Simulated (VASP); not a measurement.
# AlPt (Pm-3m) in VASP: a series of runs

AlPt is run at these levels: r2SCAN; tasks: single point, relaxation of cell and atoms.

Program: VASP 6.6.1. These are calculated values, not measurements. Logs are shortened: lines on timing, memory, paths and dates and some standing lists are left out, and cuts for length are marked.

## 1. The cell of the first run

It takes space group Pm-3m (No. 221, cubic). Conventional cell: a = 3.126 Å, b = 3.126 Å, c = 3.126 Å, α = 90.00°, β = 90.00°, γ = 90.00°. Al (site symmetry m-3m) has 8 Pt at 2.71 Å and 6 Al at 3.13 Å within 3.6 Å. Within 3.6 Å of Pt (site symmetry m-3m) lie 8 Al at 2.71 Å and 6 Pt at 3.13 Å.

## 2. Single point, r2SCAN (15.28 Å³/atom)

File POSCAR:

```
AlPt
1.0
    3.1262254993      0.0000000000      0.0000000000
    0.0000000000      3.1262254993      0.0000000000
    0.0000000000      0.0000000000      3.1262254993
Al Pt
1 1
Direct
    0.0000000000      0.0000000000      0.0000000000
    0.5000000000      0.5000000000      0.5000000000
```

File INCAR.step1:

```
SYSTEM = AlPt
PREC = Accurate
ENCUT = 520
ISMEAR = 0
SIGMA = 0.1
LREAL = .FALSE.
LASPH = .TRUE.
NELM = 80
NBANDS = 14
GGA = PE
ALGO = Normal
EDIFF = 1E-4
LWAVE = .TRUE.
LCHARG = .FALSE.
```

File INCAR.step2:

```
SYSTEM = AlPt
PREC = Accurate
ENCUT = 520
EDIFF = 1E-6
ISMEAR = 0
SIGMA = 0.1
LREAL = .FALSE.
LASPH = .TRUE.
NELM = 80
ALGO = Normal
ISIF = 2
LWAVE = .FALSE.
LCHARG = .FALSE.
METAGGA = R2SCAN
LMIXTAU = .TRUE.
NBANDS = 14
ISTART = 1
```

File KPOINTS:

```
Automatic mesh
0
G
  14 14 14
  0 0 0
```

Potentials or basis: VASP PAW PBE potentials, release 64 (Al, Pt).

Launch:

```sh
$ cat potpaw_PBE.64/Al/POTCAR potpaw_PBE.64/Pt/POTCAR > POTCAR
$ cp INCAR.step1 INCAR
$ mpirun -np 1 vasp_std > vasp.out
$ cp INCAR.step2 INCAR
$ mpirun -np 1 vasp_std > vasp.out
```

OUTCAR:

```text
SYSTEM = AlPt
   PREC = Accurate
   ENCUT = 520
   EDIFF = 1E-6
   ISMEAR = 0
   LREAL = .FALSE.
   LASPH = .TRUE.
   NELM = 80
   ISIF = 2
   METAGGA = R2SCAN
   ISTART = 1

 ion  position               nearest neighbor table
   1  0.000  0.000  0.000-   2 2.71   2 2.71   2 2.71   2 2.71   2 2.71   2 2.71   2 2.71   2 2.71

   2  0.500  0.500  0.500-   1 2.71   1 2.71   1 2.71   1 2.71   1 2.71   1 2.71   1 2.71   1 2.71

  LATTYP: Found a simple cubic cell.
 ALAT       =     3.1262254993

  Lattice vectors:

 A1 = (   3.1262254993,   0.0000000000,   0.0000000000)
 A2 = (   0.0000000000,   3.1262254993,   0.0000000000)
 A3 = (   0.0000000000,   0.0000000000,   3.1262254993)

Analysis of symmetry for initial positions (statically):
=====================================================================
 Subroutine PRICEL returns:
 Original cell was already a primitive cell.

 Routine SETGRP: Setting up the symmetry group for a
 simple cubic supercell.

 Subroutine GETGRP returns: Found 48 space group operations
 (whereof 48 operations were pure point group operations)
 out of a pool of 48 trial point group operations.

The static configuration has the point symmetry O_h .

Analysis of symmetry for dynamics (positions and initial velocities):
=====================================================================
 Subroutine PRICEL returns:
 Original cell was already a primitive cell.

 Routine SETGRP: Setting up the symmetry group for a
 simple cubic supercell.

 Subroutine GETGRP returns: Found 48 space group operations
 (whereof 48 operations were pure point group operations)
 out of a pool of 48 trial point group operations.

The dynamic configuration has the point symmetry O_h .

 Subroutine INISYM returns: Found 48 space group operations
 (whereof 48 operations are pure point group operations),
 and found     1 'primitive' translations

----------------------------------------------------------------------------------------

                                     Primitive cell

  volume of cell :      30.5535

  direct lattice vectors                    reciprocal lattice vectors
     3.126225499  0.000000000  0.000000000     0.319874558  0.000000000  0.000000000
     0.000000000  3.126225499  0.000000000     0.000000000  0.319874558  0.000000000
     0.000000000  0.000000000  3.126225499     0.000000000  0.000000000  0.319874558

  length of vectors
     3.126225499  3.126225499  3.126225499     0.319874558  0.319874558  0.319874558

  position of ions in fractional coordinates (direct lattice)
     0.000000000  0.000000000  0.000000000
     0.500000000  0.500000000  0.500000000

  ion indices of the primitive-cell ions
   primitive index   ion index
                 1           1
                 2           2

----------------------------------------------------------------------------------------

 KPOINTS: Automatic mesh

Automatic generation of k-mesh.
 Grid dimensions read from file:
 generate k-points for:   14   14   14

 Generating k-lattice:

  Cartesian coordinates                     Fractional coordinates (reciprocal lattice)
     0.022848183  0.000000000  0.000000000     0.071428571  0.000000000  0.000000000
     0.000000000  0.022848183  0.000000000     0.000000000  0.071428571  0.000000000
     0.000000000  0.000000000  0.022848183     0.000000000  0.000000000  0.071428571

  Length of vectors
     0.022848183  0.022848183  0.022848183

  Shift w.r.t. Gamma in fractional coordinates (k-lattice)
     0.000000000  0.000000000  0.000000000

 Subroutine IBZKPT returns following result:
 ===========================================

 Found    120 irreducible k-points:

 Following reciprocal coordinates:
            Coordinates               Weight
  0.000000  0.000000  0.000000      1.000000
  0.071429  0.000000  0.000000      6.000000
  0.142857  0.000000  0.000000      6.000000
  0.214286  0.000000  0.000000      6.000000
  0.285714  0.000000  0.000000      6.000000
  0.357143  0.000000  0.000000      6.000000
[... 16 lines left out ...]
  0.285714  0.214286  0.000000     24.000000
  0.357143  0.214286  0.000000     24.000000
 [... further k-points ...]
   k-points           NKPTS =    120   k-points in BZ     NKDIM =    120   number of bands    NBANDS=     14
   number of dos      NEDOS =    301   number of ions     NIONS =      2
   total plane-waves  NPLWV =  13824
   dimension x,y,z NGX =    24 NGY =   24 NGZ =   24
   dimension x,y,z NGXF=    48 NGYF=   48 NGZF=   48
   ions per type =               1   1
   NGX,Y,Z   is equivalent  to a cutoff of  12.76, 12.76, 12.76 a.u.
   NGXF,Y,Z  is equivalent  to a cutoff of  25.53, 25.53, 25.53 a.u.
 SYSTEM =  AlPt
   PREC   = accura    normal or accurate (medium, high low for compatibility)
   ISTART =      1    job   : 0-new  1-cont  2-samecut
   ICHARG =      0    charge: 1-file 2-atom 10-const
   ISPIN  =      1    spin polarized calculation?
   LNONCOLLINEAR =      F non collinear calculations
   LSORBIT =      F    spin-orbit coupling
   LASPH  =      T    aspherical Exc in radial PAW
   ENCUT  =  520.0 eV  38.22 Ry    6.18 a.u.   5.81  5.81  5.81*2*pi/ulx,y,z
   NELM   =     80;   NELMIN=  2; NELMDL=  0     # of ELM steps
   EDIFF  = 0.1E-05   stopping-criterion for ELM
   LREAL  =      F    real-space projection
[... 7 lines left out ...]
   TEBEG  =    0.0;   TEEND  =   0.0 temperature during run
   PSTRESS=    0.0 pullay stress
   NELECT =      13.0000    total number of electrons
   NUPDOWN=      -1.0000    fix difference up-down
   EMIN   =  10.00;   EMAX   =-10.00  energy-range for DOS
   EFERMI =   0.00;   METHOD = LEGACY
   ISMEAR =     0;   SIGMA  =   0.10  broadening in eV -4-tet -1-fermi 0-gaus
   EFERMI_NEDOS =   21; number of points for ismear=-14 and -15
   IALGO  =     38    algorithm
   IMIX   =      4    mixing-type and parameters
     AMIX     =   0.40;   BMIX     =  1.00
     AMIX_MAG =   1.60;   BMIX_MAG =  1.00
  volume/ion in A,a.u.               =      15.28       103.09
  Fermi-wavevector in a.u.,A,eV,Ry     =   1.231314  2.326847 20.628273  1.516135
  Thomas-Fermi vector in A             =   2.366129
   LORBIT       =      0    0 simple, 1 ext, 2 COOP (PROOUT), +10 PAW based schemes
   METAGGA = R2SCAN    functional components
   LHFCALC =     F    Hartree Fock is set to
   AEXX    =    0.0000 exact exchange contribution
   IVDW    =     0    specifies the selected vdW correction
   LEPSILON=     F    determine dielectric tensor
   LRPA    =     F    only Hartree local field effects (RPA)
 non-spin polarized calculation
 Gauss-broadening in eV      SIGMA  =   0.10
  energy-cutoff  :      520.00
  volume of cell :       30.55
 maximum number of plane-waves:       844
 NGX is ok and might be reduce to    24
   NGX = 11   NGY = 11   NGZ = 11

 number of electron      13.0000001 magnetization

 Free energy of the ion-electron system (eV)
  ---------------------------------------------------
  ext. energy  EPLUGINS =         0.00000000
  ---------------------------------------------------
  free energy    TOTEN  =       -60.16979301 eV

  energy without entropy =      -60.16623196  energy(sigma->0) =      -60.16801248

 E-fermi :  10.1284     XC(G=0): -12.9465

 val. band max:       10.1079988872   @ k =   0.2857   0.0000   0.0000
 cond. band min:      10.1900201995   @ k =   0.5000   0.5000   0.2857
 fundamental gap:      0.0820213123
 Fermi energy:        10.1283998116

 k-point     1 :       0.0000    0.0000    0.0000
  band No.  band energies     occupation
      1      -1.6845      2.00000
      2       4.5509      2.00000
      3       4.5509      2.00000
      4       7.4743      2.00000
      5       7.4743      2.00000
      6       7.4743      2.00000
      7      14.2468      0.00000
      8      14.2468      0.00000
      9      14.2468      0.00000
     10      19.4432      0.00000
     11      19.4432      0.00000
     12      20.2731      0.00000
     13      28.7433      0.00000
     14      28.7433      0.00000

 k-point     2 :       0.0714    0.0000    0.0000
  band No.  band energies     occupation
      1      -1.5885      2.00000
      2       4.5777      2.00000
      3       4.5826      2.00000
      4       7.3833      2.00000
      5       7.3833      2.00000
      6       7.4835      2.00000
      7      13.6428      0.00000
      8      14.4197      0.00000
      9      14.4197      0.00000
     10      19.2762      0.00000
     11      19.7238      0.00000
     12      20.7918      0.00000
     13      28.1564      0.00000
     14      28.1564      0.00000

 k-point     3 :       0.1429    0.0000    0.0000
  band No.  band energies     occupation
      1      -1.3041      2.00000
      2       4.6543      2.00000
      3       4.6555      2.00000
      4       7.1453      2.00000
      5       7.1453      2.00000
      6       7.5095      2.00000
      7      12.4002      0.00000
      8      14.9032      0.00000
      9      14.9032      0.00000
     10      18.8304      0.00000
     11      19.9555      0.00000
     12      22.3908      0.00000
     13      26.8777      0.00000
     14      26.8777      0.00000
[... 324 lines left out ...]
 k-point    23 :       0.2857    0.2143    0.0000
  band No.  band energies     occupation
      1       0.5448      2.00000
      2       4.5636      2.00000
      3       5.2966      2.00000
      4       6.0738      2.00000
      5       6.6303      2.00000
      6       7.0310      2.00000
      7      10.8480      0.00000
      8      12.9747      0.00000
      9      17.7086      0.00000
     10      17.8336      0.00000
     11      21.5069      0.00000
     12      23.5350      0.00000
     13      23.9501      0.00000
     14      26.3930      0.00000

 k-point    24 :       0.3571    0.2143    0.0000
  band No.  band energies     occupation
      1       1.2401      2.00000
      2       4.1268      2.00000
      3       5.4235      2.00000
      4       6.1696      2.00000
      5       6.4001      2.00000
      6       7.0740      2.00000
      7       9.9328      1.99434
      8      13.6903      0.00000
      9      17.1474      0.00000
     10      18.5817      0.00000
     11      20.6109      0.00000
     12      22.5137      0.00000
     13      24.3539      0.00000
     14      25.8410      0.00000

 [... further k-points ...]
[... 5 lines left out ...]
  --------------------------------------------------------------------------------------
  -------------------------------------------------------------------------------------
  Total       -2.0134226     -2.0134226     -2.0134226      0.0000000      0.0000000     -0.0000000
  in kB     -105.5807200   -105.5807200   -105.5807200      0.0000000      0.0000000     -0.0000000
  external PRESSURE =    -105.5807200 kB  Pullay stress =       0.0000000 kB

 VOLUME and BASIS-vectors are now :
 -----------------------------------------------------------------------------
  energy-cutoff  :      520.00
  volume of cell :       30.55
      direct lattice vectors                 reciprocal lattice vectors
     3.126225499  0.000000000  0.000000000     0.319874558  0.000000000  0.000000000
     0.000000000  3.126225499  0.000000000     0.000000000  0.319874558  0.000000000
     0.000000000  0.000000000  3.126225499     0.000000000  0.000000000  0.319874558

 POSITION                                       TOTAL-FORCE (eV/Angst)
 -----------------------------------------------------------------------------------
      0.00000      0.00000      0.00000         0.000000      0.000000      0.000000
      1.56311      1.56311      1.56311         0.000000      0.000000      0.000000
 -----------------------------------------------------------------------------------
    total drift:                                0.000000     -0.000000     -0.000000

  FREE ENERGIE OF THE ION-ELECTRON SYSTEM (eV)
  ---------------------------------------------------
  free  energy   TOTEN  =       -60.1697930069 eV

  energy  without entropy=      -60.1662319589  energy(sigma->0) =      -60.16801248
```

Run time: 38 s. Hardware: 1 thread of Intel Xeon 6975P-C (Granite Rapids), shared host; peak memory 0.17 GiB.

What came out:

- Free energy: -60.1698 eV
- Pressure: -10.6 GPa
- Band gap on the k mesh: zero (an odd number of electrons rules out a gap without spin polarisation)

Caveat: the cell stands under tension; the PAW data sets were made with another functional, which shifts forces and pressure a little; spin-orbit coupling is left out, which moves the levels of the heavy elements.

## 3. Relaxation of cell and atoms, r2SCAN

This run uses another cell than the first one, of 14.77 Å³/atom.

File POSCAR:

```
AlPt
1.0
    3.0915460000      0.0000000000      0.0000000000
    0.0000000000      3.0915460000      0.0000000000
    0.0000000000      0.0000000000      3.0915460000
Al Pt
1 1
Direct
    0.0000000000      0.0000000000      0.0000000000
    0.5000000000      0.5000000000      0.5000000000
```

File INCAR.step1:

```
SYSTEM = AlPt
ALGO = Normal
EDIFF = 1E-4
ENCUT = 600
GGA = PE
ISMEAR = 0
LASPH = .True.
LCHARG = .False.
LREAL = .False.
LWAVE = .True.
NELM = 100
PREC = Accurate
SIGMA = 0.1
```

File INCAR.step2:

```
SYSTEM = AlPt
ALGO = Normal
EDIFF = 1E-6
EDIFFG = -0.005
ENCUT = 600
IBRION = 2
ISIF = 3
ISMEAR = 0
ISTART = 1
LASPH = .True.
LCHARG = .False.
LMIXTAU = .True.
LREAL = .False.
LWAVE = .False.
METAGGA = R2SCAN
NELM = 100
NSW = 100
PREC = Accurate
SIGMA = 0.1
```

File KPOINTS:

```
k-points
0
Gamma
  14 14 14
  0 0 0
```

Potentials or basis: VASP PAW PBE potentials, release 64 (Al, Pt).

Launch:

```sh
$ cat potpaw_PBE.64/Al/POTCAR potpaw_PBE.64/Pt/POTCAR > POTCAR
$ cp INCAR.step1 INCAR
$ mpirun -np 1 vasp_std > vasp.out
$ cp INCAR.step2 INCAR
$ mpirun -np 1 vasp_std > vasp.out
```

OUTCAR:

```text
SYSTEM = AlPt
   EDIFF = 1E-6
   EDIFFG = -0.005
   ENCUT = 600
   IBRION = 2
   ISIF = 3
   ISMEAR = 0
   ISTART = 1
   LASPH = .True.
   LREAL = .False.
   METAGGA = R2SCAN
   NELM = 100
   NSW = 100
   PREC = Accurate

 ion  position               nearest neighbor table
   1  0.000  0.000  0.000-   2 2.68   2 2.68   2 2.68   2 2.68   2 2.68   2 2.68   2 2.68   2 2.68

   2  0.500  0.500  0.500-   1 2.68   1 2.68   1 2.68   1 2.68   1 2.68   1 2.68   1 2.68   1 2.68

  LATTYP: Found a simple cubic cell.
 ALAT       =     3.0915460000

  Lattice vectors:

 A1 = (   3.0915460000,   0.0000000000,   0.0000000000)
 A2 = (   0.0000000000,   3.0915460000,   0.0000000000)
 A3 = (   0.0000000000,   0.0000000000,   3.0915460000)

Analysis of symmetry for initial positions (statically):
=====================================================================
 Subroutine PRICEL returns:
[... 258 lines left out ...]
 cond. band min:      11.0630882721   @ k =   0.2857   0.0000   0.0000
 fundamental gap:      0.0559545131
 Fermi energy:        11.0527204464

 k-point     1 :       0.0000    0.0000    0.0000
  band No.  band energies     occupation
      1      -1.3422      2.00000
      2       4.9868      2.00000
      3       4.9868      2.00000
      4       8.2171      2.00000
      5       8.2171      2.00000
      6       8.2171      2.00000
      7      15.2619      0.00000
      8      15.2619      0.00000
      9      15.2619      0.00000
     10      20.5672      0.00000
[... 287 lines left out ...]
 k-point    24 :       0.3571    0.2143    0.0000
  band No.  band energies     occupation
      1       1.7016      2.00000
      2       4.6222      2.00000
      3       5.9539      2.00000
      4       6.7830      2.00000
      5       7.0372      2.00000
      6       7.7712      2.00000
      7      10.8784      1.98633
      8      14.7955      0.00000
      9      18.1690      0.00000
     10      19.8530      0.00000

 [... further k-points ...]
[... 5 lines left out ...]
  --------------------------------------------------------------------------------------
  -------------------------------------------------------------------------------------
  Total        0.0002815      0.0002815      0.0002815      0.0000000      0.0000000      0.0000000
  in kB        0.0156560      0.0156560      0.0156560      0.0000000      0.0000000      0.0000000
  external PRESSURE =       0.0156560 kB  Pullay stress =       0.0000000 kB
[... 17 lines left out ...]
  FREE ENERGIE OF THE ION-ELECTRON SYSTEM (eV)
  ---------------------------------------------------
  free  energy   TOTEN  =       -60.2299481781 eV

  energy  without entropy=      -60.2260572366  energy(sigma->0) =      -60.22800271

 reached required accuracy - stopping structural energy minimisation
```

OSZICAR.step1:

```text
N       E                     dE             d eps       ncg     rms          rms(c)
DAV:   1     0.521164289316E+02    0.52116E+02   -0.63928E+03  2416   0.123E+03
DAV:   2    -0.105865637711E+02   -0.62703E+02   -0.59122E+02  2654   0.207E+02
DAV:   3    -0.121909385377E+02   -0.16044E+01   -0.15744E+01  2842   0.318E+01
DAV:   4    -0.122027118774E+02   -0.11773E-01   -0.11762E-01  2672   0.307E+00
DAV:   5    -0.122028169234E+02   -0.10505E-03   -0.10504E-03  2778   0.310E-01    0.101E+01
DAV:   6    -0.117580602787E+02    0.44476E+00   -0.25149E+00  2454   0.140E+01    0.399E+00
DAV:   7    -0.117115660192E+02    0.46494E-01   -0.76110E-02  2484   0.249E+00    0.239E+00
DAV:   8    -0.116924753251E+02    0.19091E-01   -0.20299E-02  2582   0.127E+00    0.249E-01
DAV:   9    -0.116924326057E+02    0.42719E-04   -0.42235E-04  2608   0.178E-01
   1 F= -.11692433E+02 E0= -.11690423E+02  d E =-.402012E-02
```

Run time: 3.1 min. Hardware: 1 thread of Intel Xeon 6975P-C (Granite Rapids), shared host; peak memory 0.21 GiB.

What came out:

| Item | Value |
| --- | --- |
| Free energy | -60.2299 eV |
| Relaxed volume | 14.40 Å³/atom |
| Relaxed cell | a = 3.065 Å, b = 3.065 Å, c = 3.065 Å, α = 90.00°, β = 90.00°, γ = 90.00° |
| Space group after relaxing (to 0.1 Å) | Pm-3m (No. 221) |
| Energy gained by relaxing | 5.9 meV/atom |
| Ionic steps | 3 |
| Pressure after relaxing | 0.0 GPa |
| Band gap on the k mesh | zero (an odd number of electrons rules out a gap without spin polarisation) |

The path:
```csv
step,energy change (eV),largest force (eV/Å),pressure (GPa),volume (Å³)
1,0.0000,0.0000,-4.91,29.55
2,0.0197,0.0000,9.22,27.65
3,-0.0119,0.0000,0.00,28.80
```

Final structure:
```
CELL_PARAMETERS angstrom
3.06539 0.00000 0.00000
0.00000 3.06539 0.00000
0.00000 0.00000 3.06539
ATOMIC_POSITIONS crystal
Al 0.00000 0.00000 0.00000
Pt 0.50000 0.50000 0.50000
```

Caveat: the PAW data sets were made with another functional, which shifts forces and pressure a little; spin-orbit coupling is left out, which moves the levels of the heavy elements.
